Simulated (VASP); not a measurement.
# CaAg2Pb2 (I4/mmm) in VASP: single point with r2SCAN

Aim: the single point of CaAg2Pb2 with r2SCAN.

Program: VASP 6.6.1. These are calculated values, not measurements. Logs are shortened: lines on timing, memory, paths and dates and some standing lists are left out, and cuts for length are marked.

## Step 1: The cell of the first run

Symmetry: I4/mmm, No. 139, tetragonal system. The conventional cell has a = 4.699 Å, b = 4.699 Å, c = 11.861 Å, α = 90.00°, β = 90.00°, γ = 90.00°. Ag (site symmetry -4m2) has 4 Pb at 2.87 Å and 4 Ag at 3.32 Å and 4 Ca at 3.78 Å within 3.8 Å. Pb (site symmetry 4mm) has 1 Pb at 2.63 Å and 4 Ag at 2.87 Å within 3.5 Å. Ca (site symmetry 4/mmm) has 10 Pb at 3.57 to 4.61 Å and 8 Ag at 3.78 Å and 4 Ca at 4.70 Å within 4.7 Å.

## Step 2: Single point, r2SCAN

POSCAR reads:

```
CaAg2Pb2
1.0
    0.0000000000      4.6988680000      0.0000000000
    4.6988680000      0.0000000000      0.0000000000
    2.3494340000      2.3494340000     -5.9305570000
Ag Pb Ca
2 2 1
Direct
    0.7500000000      0.2500000000      0.5000000000
    0.2500000000      0.7500000000      0.5000000000
    0.3890000000      0.3890000000      0.2220000000
    0.6110000000      0.6110000000      0.7780000000
    0.0000000000      0.0000000000      0.0000000000
```

INCAR.step1 reads:

```
  ALGO = Normal
  EDIFF = 1E-4
  ENCUT = 520
  GGA = PE
  ISMEAR = 1
  LASPH = T
  LCHARG = F
  LREAL = F
  LWAVE = T
  NBANDS = 38
  NELM = 100
  PREC = Accurate
  SIGMA = 0.2433
```

INCAR.step2 reads:

```
  ALGO = Normal
  EDIFF = 1E-6
  ENCUT = 520
  ISIF = 2
  ISMEAR = 1
  ISTART = 1
  LASPH = T
  LCHARG = F
  LMIXTAU = T
  LREAL = F
  LWAVE = F
  METAGGA = R2SCAN
  NBANDS = 38
  NELM = 100
  PREC = Accurate
  SIGMA = 0.2433
```

KPOINTS reads:

```
k-points
0
Gamma
  6 6 6
```

Potentials or basis: VASP PAW PBE potentials, release 64 (Ag, Pb_d, Ca_sv).

On the command line:

```sh
cat potpaw_PBE.64/Ag/POTCAR potpaw_PBE.64/Pb_d/POTCAR potpaw_PBE.64/Ca_sv/POTCAR > POTCAR
cp INCAR.step1 INCAR
mpirun -np 1 vasp_std > vasp.out
cp INCAR.step2 INCAR
mpirun -np 1 vasp_std > vasp.out
```

OUTCAR:

```text
EDIFF = 1E-6
   ENCUT = 520
   ISIF = 2
   ISMEAR = 1
   ISTART = 1
   LASPH = T
   LREAL = F
   METAGGA = R2SCAN
   NELM = 100
   PREC = Accurate

 ion  position               nearest neighbor table
   1  0.750  0.250  0.500-   3 2.87   4 2.87   3 2.87   4 2.87   2 3.32   2 3.32   2 3.32   2 3.32

   2  0.250  0.750  0.500-   3 2.87   4 2.87   3 2.87   4 2.87   1 3.32   1 3.32   1 3.32   1 3.32

   3  0.389  0.389  0.222-   4 2.63   2 2.87   1 2.87   2 2.87   1 2.87   5 3.57   5 3.57   5 3.57
                             5 3.57
   4  0.611  0.611  0.778-   3 2.63   2 2.87   1 2.87   1 2.87   2 2.87   5 3.57   5 3.57   5 3.57
                             5 3.57
   5  0.000  0.000  0.000-   4 3.57   3 3.57   4 3.57   3 3.57   3 3.57   4 3.57   4 3.57   3 3.57

  LATTYP: Found a body centered tetragonal cell.
 ALAT       =     4.6988680000
 C/A-ratio  =     2.5242492447

  Lattice vectors:

 A1 = (  -2.3494340000,   2.3494340000,   5.9305570000)
 A2 = (   2.3494340000,  -2.3494340000,   5.9305570000)
 A3 = (   2.3494340000,   2.3494340000,  -5.9305570000)

Analysis of symmetry for initial positions (statically):
=====================================================================
 Subroutine PRICEL returns:
 Original cell was already a primitive cell.

 Routine SETGRP: Setting up the symmetry group for a
 body centered tetragonal supercell.

 Subroutine GETGRP returns: Found 16 space group operations
 (whereof 16 operations were pure point group operations)
 out of a pool of 16 trial point group operations.

The static configuration has the point symmetry D_4h.

Analysis of symmetry for dynamics (positions and initial velocities):
=====================================================================
 Subroutine PRICEL returns:
 Original cell was already a primitive cell.

 Routine SETGRP: Setting up the symmetry group for a
 body centered tetragonal supercell.

 Subroutine GETGRP returns: Found 16 space group operations
 (whereof 16 operations were pure point group operations)
 out of a pool of 16 trial point group operations.

The dynamic configuration has the point symmetry D_4h.

 Subroutine INISYM returns: Found 16 space group operations
 (whereof 16 operations are pure point group operations),
 and found     1 'primitive' translations

----------------------------------------------------------------------------------------

[... 93 lines left out ...]
   LNONCOLLINEAR =      F non collinear calculations
   LSORBIT =      F    spin-orbit coupling
   LASPH  =      T    aspherical Exc in radial PAW
   ENCUT  =  520.0 eV  38.22 Ry    6.18 a.u.   8.74  8.74 12.64*2*pi/ulx,y,z
   NELM   =    100;   NELMIN=  2; NELMDL=  0     # of ELM steps
   EDIFF  = 0.1E-05   stopping-criterion for ELM
   LREAL  =      F    real-space projection
   EDIFFG = 0.1E-04   stopping-criterion for IOM
   NSW    =      0    number of steps for IOM
   IBRION =     -1    ionic relax: 0-MD 1-quasi-New 2-CG
   NFREE  =      0    steps in history (QN), initial steepest desc. (CG)
   ISIF   =      2    stress and relaxation
   ISYM   =      2    0-nonsym 1-usesym 2-fastsym
   POTIM  = 0.5000    time-step for ionic-motion
   TEBEG  =    0.0;   TEEND  =   0.0 temperature during run
   PSTRESS=    0.0 pullay stress
   NELECT =      60.0000    total number of electrons
   NUPDOWN=      -1.0000    fix difference up-down
   EMIN   =  10.00;   EMAX   =-10.00  energy-range for DOS
   EFERMI =   0.00;   METHOD = LEGACY
   ISMEAR =     1;   SIGMA  =   0.24  broadening in eV -4-tet -1-fermi 0-gaus
   EFERMI_NEDOS =   21; number of points for ismear=-14 and -15
   IALGO  =     38    algorithm
   IMIX   =      4    mixing-type and parameters
     AMIX     =   0.40;   BMIX     =  1.00
     AMIX_MAG =   1.60;   BMIX_MAG =  1.00
  volume/ion in A,a.u.               =      26.19       176.73
  Fermi-wavevector in a.u.,A,eV,Ry     =   1.262112  2.385046 21.673086  1.592927
  Thomas-Fermi vector in A             =   2.395537
   LORBIT       =      0    0 simple, 1 ext, 2 COOP (PROOUT), +10 PAW based schemes
   METAGGA = R2SCAN    functional components
   LHFCALC =     F    Hartree Fock is set to
   AEXX    =    0.0000 exact exchange contribution
   IVDW    =     0    specifies the selected vdW correction
   LEPSILON=     F    determine dielectric tensor
   LRPA    =     F    only Hartree local field effects (RPA)
 non-spin polarized calculation
 Methfessel and Paxton  Order N= 1 SIGMA  =   0.24
  energy-cutoff  :      520.00
  volume of cell :      130.94
 maximum number of plane-waves:      3543
   NGX = 17   NGY = 17   NGZ = 25

 number of electron      60.0000002 magnetization

 Free energy of the ion-electron system (eV)
  ---------------------------------------------------
  ext. energy  EPLUGINS =         0.00000000
  ---------------------------------------------------
  free energy    TOTEN  =      -162.76549874 eV

  energy without entropy =     -162.76080483  energy(sigma->0) =     -162.76393411

 E-fermi :   6.0447     XC(G=0): -10.7660

 val. band max:        6.0423780979   @ k =   0.3333   0.0000   0.1667
 cond. band min:       6.0601891197   @ k =  -0.1667  -0.3333   0.1667
 fundamental gap:      0.0178110218
 Fermi energy:         6.0447358241

 k-point     1 :       0.0000    0.0000    0.0000
  band No.  band energies     occupation
      1     -37.7264      2.00000
      2     -17.8410      2.00000
      3     -17.8233      2.00000
      4     -17.8233      2.00000
      5     -12.0311      2.00000
      6     -11.5538      2.00000
[... 973 lines left out ...]
     37      10.3286     -0.00000
     38      10.7693     -0.00000

 [... further k-points ...]
[... 5 lines left out ...]
  --------------------------------------------------------------------------------------
  -------------------------------------------------------------------------------------
  Total       -0.9880371     -0.9880371      5.9040914      0.0000000     -0.0000000     -0.0000000
  in kB      -12.0893191    -12.0893191     72.2406553      0.0000000     -0.0000000     -0.0000000
  external PRESSURE =      16.0206724 kB  Pullay stress =       0.0000000 kB

 VOLUME and BASIS-vectors are now :
 -----------------------------------------------------------------------------
  energy-cutoff  :      520.00
  volume of cell :      130.94
      direct lattice vectors                 reciprocal lattice vectors
     0.000000000  4.698868000  0.000000000     0.000000000  0.212817215  0.084309113
     4.698868000  0.000000000  0.000000000     0.212817215  0.000000000  0.084309113
     2.349434000  2.349434000 -5.930557000     0.000000000  0.000000000 -0.168618226

 POSITION                                       TOTAL-FORCE (eV/Angst)
 -----------------------------------------------------------------------------------
      2.34943      4.69887     -2.96528        -0.000000      0.000000      0.000000
      4.69887      2.34943     -2.96528         0.000000     -0.000000      0.000000
      2.34943      2.34943     -1.31658         0.000000     -0.000000     -2.417246
      4.69887      4.69887     -4.61397         0.000000     -0.000000      2.417246
      0.00000      0.00000      0.00000         0.000000     -0.000000      0.000000
 -----------------------------------------------------------------------------------
    total drift:                               -0.000000      0.000000     -0.000000

  FREE ENERGIE OF THE ION-ELECTRON SYSTEM (eV)
  ---------------------------------------------------
  free  energy   TOTEN  =      -162.7654987413 eV

  energy  without entropy=     -162.7608048326  energy(sigma->0) =     -162.76393411
```

OUTCAR.step1:

```text
EDIFF = 1E-4
   ENCUT = 520
   GGA = PE
   ISMEAR = 1
[... 1221 lines left out ...]
      4.69887      2.34943     -2.96528        -0.000000     -0.000000     -0.000000
      2.34943      2.34943     -1.31658        -0.000000     -0.000000     -2.449863
      4.69887      4.69887     -4.61397         0.000000      0.000000      2.449863
      0.00000      0.00000      0.00000         0.000000      0.000000     -0.000000
 -----------------------------------------------------------------------------------
    total drift:                               -0.000000      0.000000     -0.000000

  FREE ENERGIE OF THE ION-ELECTRON SYSTEM (eV)
  ---------------------------------------------------
  free  energy   TOTEN  =       -14.6050358034 eV

  energy  without entropy=      -14.5994492283  energy(sigma->0) =      -14.60317361
```

OSZICAR.step1:

```text
N       E                     dE             d eps       ncg     rms          rms(c)
DAV:   1     0.642508435575E+03    0.64251E+03   -0.29162E+04  2280   0.176E+03
DAV:   2     0.379216723825E+02   -0.60459E+03   -0.58486E+03  2364   0.470E+02
DAV:   3    -0.125454601373E+02   -0.50467E+02   -0.49175E+02  2728   0.161E+02
DAV:   4    -0.152816537091E+02   -0.27362E+01   -0.27002E+01  3698   0.332E+01
DAV:   5    -0.154044668528E+02   -0.12281E+00   -0.12273E+00  3368   0.572E+00    0.704E+00
DAV:   6    -0.146452084482E+02    0.75926E+00   -0.45260E+00  2884   0.141E+01    0.558E+00
DAV:   7    -0.146207040246E+02    0.24504E-01   -0.35315E-01  2778   0.394E+00    0.285E+00
DAV:   8    -0.146057174665E+02    0.14987E-01   -0.59137E-02  3324   0.230E+00    0.382E-01
DAV:   9    -0.146048160853E+02    0.90138E-03   -0.86171E-03  3352   0.701E-01    0.122E-01
DAV:  10    -0.146049846500E+02   -0.16856E-03   -0.12758E-03  3248   0.276E-01    0.423E-02
DAV:  11    -0.146050358034E+02   -0.51153E-04   -0.91344E-05  1786   0.658E-02
   1 F= -.14605036E+02 E0= -.14603174E+02  d E =-.558658E-02
```

It took 5.6 min on 1 thread of Intel Xeon Platinum 8375C at 2.90GHz (Ice Lake), shared host; peak memory 0.37 GiB.

What came out:

- Free energy: -162.7655 eV
- Pressure: 1.6 GPa
- Largest force: 2.417 eV/Å
- Band gap on the k mesh: zero (band 30 reaches 7.24 eV, above the bottom of band 31 at 4.99 eV)

Forces in eV/Å, atoms in the order of the input:
```
Ag   0.000  0.000  0.000
Ag   0.000  0.000  0.000
Pb   0.000  0.000 -2.417
Pb   0.000  0.000  2.417
Ca   0.000  0.000  0.000
```

Caveat: the PAW data sets were made with another functional, which shifts forces and pressure a little; spin-orbit coupling is left out, which moves the levels of the heavy elements.
